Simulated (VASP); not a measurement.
# Co (Fd-3m) in VASP: a series of runs

Co is run at these levels: RPBE; tasks: single point.

Everything below comes from runs of VASP 6.6.1. Logs are shortened: lines on timing, memory, paths and dates and some standing lists are left out, and cuts for length are marked.

## 1. The cell of the first run

The structure is cubic, space group Fd-3m (No. 227). The conventional cell has a = 4.925 Å, b = 4.925 Å, c = 4.925 Å, α = 90.00°, β = 90.00°, γ = 90.00°. Co (site symmetry -43m) has 4 Co at 2.13 Å within 2.8 Å.

This isn't the form of Co at room conditions, which is hcp.

## 2. Single point, RPBE, collinear spin, ferromagnetic start (14.93 Å³/atom)

The input, INCAR:

```
SYSTEM = Co
ALGO     = Normal         ! electronic algorithm
EDIFF    = 1E-7           ! SCF threshold, eV
ENCUT    = 520            ! plane-wave cutoff, eV
GGA      = RP             ! functional
ISIF     = 2              ! what is computed and relaxed
ISMEAR   = -1             ! smearing method
ISPIN    = 2              ! spin polarisation
LASPH    = .True.         ! aspherical terms in the spheres
LCHARG   = .False.        ! write CHGCAR
LMAXMIX  = 4              ! l up to which the mixer works
LORBIT   = 11             ! projections on sites
LREAL    = .False.        ! projectors in reciprocal space
LWAVE    = .False.        ! write WAVECAR
MAGMOM   = -1.79 -1.79    ! initial moments
NBANDS   = 20             ! bands
NELM     = 150            ! most SCF steps
PREC     = Accurate       ! precision mode
SIGMA    = 0.05           ! smearing width, eV
```

The input, KPOINTS:

```
k-points
0
Gamma
  12 12 12
  0 0 0
```

The input, POSCAR:

```
Co
1.0
    0.0000000000      2.4623502104      2.4623502104
    2.4623502104      0.0000000000      2.4623502104
    2.4623502104      2.4623502104      0.0000000000
Co
2
Direct
    0.1250000000      0.1250000000      0.1250000000
    0.8750000000      0.8750000000      0.8750000000
```

Potentials or basis: VASP PAW PBE potentials, release 64 (Co).

Run with:

```console
cat potpaw_PBE.64/Co/POTCAR > POTCAR
mpirun -np 1 vasp_std > vasp.out
```

OUTCAR:

```text
SYSTEM = Co
   EDIFF = 1E-7
   ENCUT = 520
   GGA = RP
   ISIF = 2
   ISMEAR = -1
   ISPIN = 2
   LASPH = .True.
   LORBIT = 11
   LREAL = .False.
   NELM = 150
   PREC = Accurate

 ion  position               nearest neighbor table
   1  0.125  0.125  0.125-   2 2.13   2 2.13   2 2.13   2 2.13
   2  0.875  0.875  0.875-   1 2.13   1 2.13   1 2.13   1 2.13

  LATTYP: Found a face centered cubic cell.
 ALAT       =     4.9247004208

  Lattice vectors:

 A1 = (   0.0000000000,   2.4623502104,   2.4623502104)
 A2 = (   2.4623502104,   0.0000000000,   2.4623502104)
 A3 = (   2.4623502104,   2.4623502104,   0.0000000000)

Analysis of symmetry for initial positions (statically):
=====================================================================
 Subroutine PRICEL returns:
 Original cell was already a primitive cell.

 Routine SETGRP: Setting up the symmetry group for a
 face centered cubic supercell.

 Subroutine GETGRP returns: Found 48 space group operations
 (whereof 12 operations were pure point group operations)
 out of a pool of 48 trial point group operations.

The static configuration has the point symmetry D_3d.
 The point group associated with its full space group is O_h .

Analysis of symmetry for dynamics (positions and initial velocities):
=====================================================================
 Subroutine PRICEL returns:
 Original cell was already a primitive cell.

 Routine SETGRP: Setting up the symmetry group for a
 face centered cubic supercell.

 Subroutine GETGRP returns: Found 48 space group operations
 (whereof 12 operations were pure point group operations)
 out of a pool of 48 trial point group operations.

The dynamic configuration has the point symmetry D_3d.
 The point group associated with its full space group is O_h .

Analysis of structural, dynamic, and magnetic symmetry:
=====================================================================
 Subroutine PRICEL returns:
 Original cell was already a primitive cell.

 Routine SETGRP: Setting up the symmetry group for a
 face centered cubic supercell.

 Subroutine GETGRP returns: Found 48 space group operations
 (whereof 12 operations were pure point group operations)
 out of a pool of 48 trial point group operations.

The overall configuration has the point symmetry D_3d.
 The point group associated with its full space group is O_h .

 Subroutine INISYM returns: Found 48 space group operations
 (whereof 12 operations are pure point group operations),
 and found     1 'primitive' translations

----------------------------------------------------------------------------------------

                                     Primitive cell

  volume of cell :      29.8593

  direct lattice vectors                    reciprocal lattice vectors
     0.000000000  2.462350210  2.462350210    -0.203058037  0.203058037  0.203058037
     2.462350210  0.000000000  2.462350210     0.203058037 -0.203058037  0.203058037
     2.462350210  2.462350210  0.000000000     0.203058037  0.203058037 -0.203058037

  length of vectors
     3.482289063  3.482289063  3.482289063     0.351706837  0.351706837  0.351706837

  position of ions in fractional coordinates (direct lattice)
     0.125000000  0.125000000  0.125000000
     0.875000000  0.875000000  0.875000000

  ion indices of the primitive-cell ions
   primitive index   ion index
                 1           1
                 2           2

----------------------------------------------------------------------------------------

 KPOINTS: k-points

Automatic generation of k-mesh.
 Grid dimensions read from file:
 generate k-points for:   12   12   12

 Generating k-lattice:

  Cartesian coordinates                     Fractional coordinates (reciprocal lattice)
    -0.016921503  0.016921503  0.016921503     0.083333333  0.000000000  0.000000000
     0.016921503 -0.016921503  0.016921503     0.000000000  0.083333333  0.000000000
     0.016921503  0.016921503 -0.016921503     0.000000000  0.000000000  0.083333333

  Length of vectors
     0.029308903  0.029308903  0.029308903

  Shift w.r.t. Gamma in fractional coordinates (k-lattice)
     0.000000000  0.000000000  0.000000000

 Subroutine IBZKPT returns following result:
 ===========================================

 Found     72 irreducible k-points:

 Following reciprocal coordinates:
            Coordinates               Weight
  0.000000  0.000000  0.000000      1.000000
  0.083333  0.000000  0.000000      8.000000
  0.166667  0.000000  0.000000      8.000000
  0.250000  0.000000  0.000000      8.000000
  0.333333  0.000000  0.000000      8.000000
  0.416667  0.000000  0.000000      8.000000
[... 16 lines left out ...]
  0.500000  0.166667  0.000000     24.000000
 -0.416667  0.166667  0.000000     24.000000
 [... further k-points ...]
   k-points           NKPTS =     72   k-points in BZ     NKDIM =     72   number of bands    NBANDS=     20
[... 31 lines left out ...]
   EFERMI =   0.00;   METHOD = LEGACY
   ISMEAR =    -1;   SIGMA  =   0.05  broadening in eV -4-tet -1-fermi 0-gaus
   EFERMI_NEDOS =   21; number of points for ismear=-14 and -15
   IALGO  =     38    algorithm
   IMIX   =      4    mixing-type and parameters
     AMIX     =   0.40;   BMIX     =  1.00
     AMIX_MAG =   1.60;   BMIX_MAG =  1.00
  volume/ion in A,a.u.               =      14.93       100.75
  Fermi-wavevector in a.u.,A,eV,Ry     =   1.382948  2.613393 26.021756  1.912545
  Thomas-Fermi vector in A             =   2.507592
   LORBIT       =     11    0 simple, 1 ext, 2 COOP (PROOUT), +10 PAW based schemes
   GGA     = RP    functional components
   LHFCALC =     F    Hartree Fock is set to
   AEXX    =    0.0000 exact exchange contribution
   IVDW    =     0    specifies the selected vdW correction
   LEPSILON=     F    determine dielectric tensor
   LRPA    =     F    only Hartree local field effects (RPA)
 spin polarized calculation
  energy-cutoff  :      520.00
  volume of cell :       29.86
 maximum number of plane-waves:       821
 NGX is ok and might be reduce to    28
   NGX = 13   NGY = 13   NGZ = 13

 number of electron      17.9999993 magnetization      -1.6577745

 Free energy of the ion-electron system (eV)
  ---------------------------------------------------
  ext. energy  EPLUGINS =         0.00000000
  ---------------------------------------------------
  free energy    TOTEN  =       -10.40210828 eV

  energy without entropy =      -10.35992501  energy(sigma->0) =      -10.38101664

 E-fermi :   6.3404     XC(G=0): -11.2051

 val. band max:        6.3392810361   @ k =  -0.4167   0.3333   0.0000
 cond. band min:       6.3423781181   @ k =   0.4167   0.3333   0.0833
 fundamental gap:      0.0030970819
 Fermi energy:         6.3403952212

 spin component 1

 k-point     1 :       0.0000    0.0000    0.0000
  band No.  band energies     occupation
      1      -0.3969      1.00000
      2       3.8748      1.00000
      3       3.8748      1.00000
      4       4.0264      1.00000
      5       4.0264      1.00000
      6       4.0264      1.00000
[... 12 lines left out ...]
     19      22.4639      0.00000
     20      24.3040      0.00000
[... 507 lines left out ...]
 k-point    24 :      -0.4167    0.1667    0.0000
  band No.  band energies     occupation
      1       3.0945      1.00000
      2       3.5302      1.00000
      3       3.8009      1.00000
      4       3.9121      1.00000
      5       4.4241      1.00000
      6       4.5349      1.00000
[... 12 lines left out ...]
     19      26.9483      0.00000
     20      27.1956      0.00000

 [... further k-points ...]

 spin component 2

 k-point     1 :       0.0000    0.0000    0.0000
  band No.  band energies     occupation
      1      -0.4365      1.00000
      2       3.1176      1.00000
      3       3.1176      1.00000
      4       3.2839      1.00000
      5       3.2839      1.00000
      6       3.2839      1.00000
[... 12 lines left out ...]
     19      22.4699      0.00000
     20      24.2628      0.00000
[... 507 lines left out ...]
 k-point    24 :      -0.4167    0.1667    0.0000
  band No.  band energies     occupation
      1       2.6143      1.00000
      2       2.9876      1.00000
      3       3.0415      1.00000
      4       3.2515      1.00000
      5       3.6817      1.00000
      6       3.7646      1.00000
[... 12 lines left out ...]
     19      26.8096      0.00000
     20      27.0897      0.00000

 [... further k-points ...]

------------------------ aborting loop because EDIFF is reached ----------------------------------------

  FORCE on cell =-STRESS in cart. coord.  units (eV):
  Direction    XX          YY          ZZ          XY          YZ          ZX
  --------------------------------------------------------------------------------------
  -------------------------------------------------------------------------------------
  Total        1.0406692      1.0406692      1.0406692     -0.0000000      0.0000000      0.0000000
  in kB       55.8397975     55.8397975     55.8397975     -0.0000000      0.0000000      0.0000000
  external PRESSURE =      55.8397975 kB  Pullay stress =       0.0000000 kB

 VOLUME and BASIS-vectors are now :
 -----------------------------------------------------------------------------
  energy-cutoff  :      520.00
  volume of cell :       29.86
      direct lattice vectors                 reciprocal lattice vectors
     0.000000000  2.462350210  2.462350210    -0.203058037  0.203058037  0.203058037
     2.462350210  0.000000000  2.462350210     0.203058037 -0.203058037  0.203058037
     2.462350210  2.462350210  0.000000000     0.203058037  0.203058037 -0.203058037

 POSITION                                       TOTAL-FORCE (eV/Angst)
 -----------------------------------------------------------------------------------
      0.61559      0.61559      0.61559         0.000000      0.000000      0.000000
      4.30911      4.30911      4.30911        -0.000000     -0.000000     -0.000000
 -----------------------------------------------------------------------------------
    total drift:                                0.000000      0.000000     -0.000000

  FREE ENERGIE OF THE ION-ELECTRON SYSTEM (eV)
  ---------------------------------------------------
  free  energy   TOTEN  =       -10.4021082805 eV

  energy  without entropy=      -10.3599250065  energy(sigma->0) =      -10.38101664

 total charge

# of ion       s       p       d       tot
------------------------------------------
    1        0.555   0.401   7.376   8.333
    2        0.555   0.401   7.376   8.333
--------------------------------------------------
tot          1.110   0.803  14.752  16.665

 magnetization (x)

# of ion       s       p       d       tot
------------------------------------------
    1        0.016   0.005  -0.837  -0.816
    2        0.016   0.005  -0.837  -0.816
--------------------------------------------------
tot          0.032   0.009  -1.673  -1.632
```

Wall time 63 s (1 thread of Intel Xeon 6975P-C (Granite Rapids), shared host); peak memory 0.2 GiB.

Results:

```yaml
Free_energy: -10.4021 eV
Pressure: 5.6 GPa
Net_moment: -1.66 μB per cell
Site_moments: Co -0.82 μB
Valence_electrons_inside_the_program's_atomic_spheres: Co 8.33
```

Caveat: the cell stands under pressure; the PAW data sets were made with another functional, which shifts forces and pressure a little.

## 3. Single point, RPBE, collinear spin, ferromagnetic start (15.61 Å³/atom)

This run uses another cell than the first one, of 15.61 Å³/atom.

The input, INCAR:

```
SYSTEM = Co
ALGO = Normal
EDIFF = 1E-6
ENCUT = 520
GGA = RP
ISIF = 2
ISMEAR = -1
ISPIN = 2
LASPH = .True.
LCHARG = .False.
LMAXMIX = 4
LORBIT = 11
LREAL = .False.
LWAVE = .False.
MAGMOM = -1.79 -1.79
NBANDS = 20
NELM = 150
PREC = Accurate
SIGMA = 0.05
```

KPOINTS is that of step 2.

The input, POSCAR:

```
Co
1.0
    0.0000000000      2.4991071252      2.4991071252
    2.4991071252      0.0000000000      2.4991071252
    2.4991071252      2.4991071252      0.0000000000
Co
2
Direct
    0.1250000000      0.1250000000      0.1250000000
    0.8750000000      0.8750000000      0.8750000000
```

Potentials or basis: VASP PAW PBE potentials, release 64 (Co).

Run with:

```console
cat potpaw_PBE.64/Co/POTCAR > POTCAR
mpirun -np 1 vasp_std > vasp.out
```

Wall time 44 s (1 thread of Intel Xeon 6975P-C (Granite Rapids), shared host); peak memory 0.2 GiB.

Results (log left out):

```yaml
Free_energy: -10.5452 eV
Pressure: 8.3 GPa
Net_moment: -3.43 μB per cell
Site_moments: Co -1.70 μB
Valence_electrons_inside_the_program's_atomic_spheres: Co 8.26
```

Levels at points of the mesh, in eV from the Fermi level:
Spin up:
```tsv
k point	band 5	band 6	band 7	band 8	band 9	band 10
(0.00, 0.00, 0.00)	-1.80	-1.80	0.02	0.02	0.02	1.53
(0.50, 0.00, 0.00)	-1.72	-1.72	-1.16	0.60	0.60	1.22
(0.50, 0.50, 0.00)	-1.38	-1.38	-0.09	-0.09	1.37	1.37
```
Spin down:
```tsv
k point	band 9	band 10	band 11	band 12	band 13	band 14
(0.00, 0.00, 0.00)	-1.62	-0.61	-0.61	12.69	12.69	12.69
(0.50, 0.00, 0.00)	-1.34	-0.67	-0.67	0.84	9.29	9.29
(0.50, 0.50, 0.00)	-0.50	-0.50	1.34	1.34	4.79	4.79
```

Caveat: the cell stands under pressure; the PAW data sets were made with another functional, which shifts forces and pressure a little.

## 4. Single point, RPBE, collinear spin, ferromagnetic start (16.29 Å³/atom)

This run uses another cell than the first one, of 16.29 Å³/atom.

The input, INCAR:

```
SYSTEM = Co
ALGO     = Normal         ! electronic algorithm
EDIFF    = 1E-6           ! SCF threshold, eV
ENCUT    = 520            ! plane-wave cutoff, eV
GGA      = RP             ! functional
ISIF     = 2              ! what is computed and relaxed
ISMEAR   = -1             ! smearing method
ISPIN    = 2              ! spin polarisation
LASPH    = .True.         ! aspherical terms in the spheres
LCHARG   = .False.        ! write CHGCAR
LMAXMIX  = 4              ! l up to which the mixer works
LORBIT   = 11             ! projections on sites
LREAL    = .False.        ! projectors in reciprocal space
LWAVE    = .False.        ! write WAVECAR
MAGMOM   = -1.79 -1.79    ! initial moments
NBANDS   = 20             ! bands
NELM     = 150            ! most SCF steps
PREC     = Accurate       ! precision mode
SIGMA    = 0.05           ! smearing width, eV
```

KPOINTS is that of step 3.

The input, POSCAR:

```
Co
1.0
    0.0000000000      2.5348134797      2.5348134797
    2.5348134797      0.0000000000      2.5348134797
    2.5348134797      2.5348134797      0.0000000000
Co
2
Direct
    0.1250000000      0.1250000000      0.1250000000
    0.8750000000      0.8750000000      0.8750000000
```

Run with:

```console
cat potpaw_PBE.64/Co/POTCAR > POTCAR
mpirun -np 1 vasp_std > vasp.out
```

It took 46 s on 1 thread of Intel Xeon 6975P-C (Granite Rapids), shared host; peak memory 0.21 GiB.

It converged, with:

| Item | Value |
| --- | --- |
| Free energy | -10.5938 eV |
| Pressure | 3.4 GPa |
| Net moment | -3.45 μB per cell |
| Site moments | Co -1.72 μB |
| Valence electrons inside the program's atomic spheres | Co 8.20 |

Levels at points of the mesh, in eV from the Fermi level:
Spin up:
| k point | band 5 | band 6 | band 7 | band 8 | band 9 | band 10 |
| --- | --- | --- | --- | --- | --- | --- |
| (0.00, 0.00, 0.00) | -1.69 | -1.69 | 0.03 | 0.03 | 0.03 | 1.45 |
| (0.50, 0.00, 0.00) | -1.61 | -1.61 | -1.14 | 0.57 | 0.57 | 1.15 |
| (0.50, 0.50, 0.00) | -1.38 | -1.38 | -0.07 | -0.07 | 1.30 | 1.30 |
Spin down:
| k point | band 8 | band 9 | band 10 | band 11 | band 12 | band 13 | band 14 | band 15 |
| --- | --- | --- | --- | --- | --- | --- | --- | --- |
| (0.00, 0.00, 0.00) | -1.63 | -1.63 | -0.70 | -0.70 | 12.25 | 12.25 | 12.25 | 12.62 |
| (0.50, 0.00, 0.00) | -1.39 | -1.35 | -0.75 | -0.75 | 0.70 | 8.95 | 8.95 | 12.18 |
| (0.50, 0.50, 0.00) | -2.02 | -0.58 | -0.58 | 1.22 | 1.22 | 4.66 | 4.66 | 9.63 |

Caveat: the cell stands under pressure; the PAW data sets were made with another functional, which shifts forces and pressure a little.

## 5. Single point, RPBE, collinear spin, ferromagnetic start (16.97 Å³/atom)

This run uses another cell than the first one, of 16.97 Å³/atom.

The input, INCAR:

```
SYSTEM = Co
PREC = Accurate
ENCUT = 520
EDIFF = 1E-6
ISMEAR = -1
SIGMA = 0.05
LREAL = .False.
LASPH = .True.
NELM = 150
ALGO = Normal
ISIF = 2
LWAVE = .False.
LCHARG = .False.
ISPIN = 2
MAGMOM = -1.79 -1.79
LORBIT = 11
LMAXMIX = 4
GGA = RP
NBANDS = 20
```

The input, KPOINTS:

```
regular mesh
0
Gamma
  12 12 12
  0 0 0
```

The input, POSCAR:

```
Co
1.0
    0.0000000000      2.5695412674      2.5695412674
    2.5695412674      0.0000000000      2.5695412674
    2.5695412674      2.5695412674      0.0000000000
Co
2
Direct
    0.1250000000      0.1250000000      0.1250000000
    0.8750000000      0.8750000000      0.8750000000
```

Run with:

```console
cat potpaw_PBE.64/Co/POTCAR > POTCAR
mpirun -np 1 vasp_std > vasp.out
```

Run time: 45 s. Hardware: 1 thread of Intel Xeon 6975P-C (Granite Rapids), shared host; peak memory 0.21 GiB.

The run converged. Its results:

```yaml
Free_energy: -10.6050 eV
Pressure: -0.6 GPa
Net_moment: -3.48 μB per cell
Site_moments: Co -1.75 μB
Valence_electrons_inside_the_program's_atomic_spheres: Co 8.14
```

Levels at points of the mesh, in eV from the Fermi level:
Spin up:
| k point | band 4 | band 5 | band 6 | band 7 | band 8 | band 9 | band 10 | band 11 |
| --- | --- | --- | --- | --- | --- | --- | --- | --- |
| (0.00, 0.00, 0.00) | -1.64 | -1.58 | -1.58 | 0.03 | 0.03 | 0.03 | 1.38 | 1.38 |
| (0.50, 0.00, 0.00) | -1.58 | -1.51 | -1.51 | -1.13 | 0.55 | 0.55 | 1.10 | 1.10 |
| (0.50, 0.50, 0.00) | -1.51 | -1.38 | -1.38 | -0.05 | -0.05 | 1.23 | 1.23 | 2.36 |
Spin down:
| k point | band 7 | band 8 | band 9 | band 10 | band 11 | band 12 | band 13 | band 14 | band 15 | band 16 |
| --- | --- | --- | --- | --- | --- | --- | --- | --- | --- | --- |
| (0.00, 0.00, 0.00) | -1.65 | -1.65 | -1.65 | -0.79 | -0.79 | 11.83 | 11.83 | 11.83 | 12.26 | 12.26 |
| (0.50, 0.00, 0.00) | -1.43 | -1.43 | -1.28 | -0.82 | -0.82 | 0.56 | 8.64 | 8.64 | 11.98 | 12.51 |
| (0.50, 0.50, 0.00) | -2.02 | -2.02 | -0.67 | -0.67 | 1.11 | 1.11 | 4.54 | 4.54 | 9.34 | 9.34 |

Caveat: the PAW data sets were made with another functional, which shifts forces and pressure a little.

## 6. The runs side by side

| cell | gap on the mesh (eV) | pressure (GPa) | moment (μB) |
| --- | --- | --- | --- |
| a = 3.482 Å, angles 60.0°, 2 atoms | none | 5.6 | 1.66 |
| a = 3.534 Å, angles 60.0°, 2 atoms | none | 8.3 | 3.43 |
| a = 3.585 Å, angles 60.0°, 2 atoms | none | 3.4 | 3.45 |
| a = 3.634 Å, angles 60.0°, 2 atoms | none | -0.6 | 3.48 |

Alike in all rows: task single point; level RPBE; potentials or basis VASP PAW PBE potentials, release 64 (Co); spin collinear, ferromagnetic start; k mesh 12 × 12 × 12; cutoff (eV) 520; smearing fermi-dirac 0.05 eV.

Caveats: the PAW data sets were made with another functional, which shifts forces and pressure a little; the cell stands under pressure (at least some runs).

Total energies depend on the potentials used, so only differences within one code and one set of settings carry meaning.
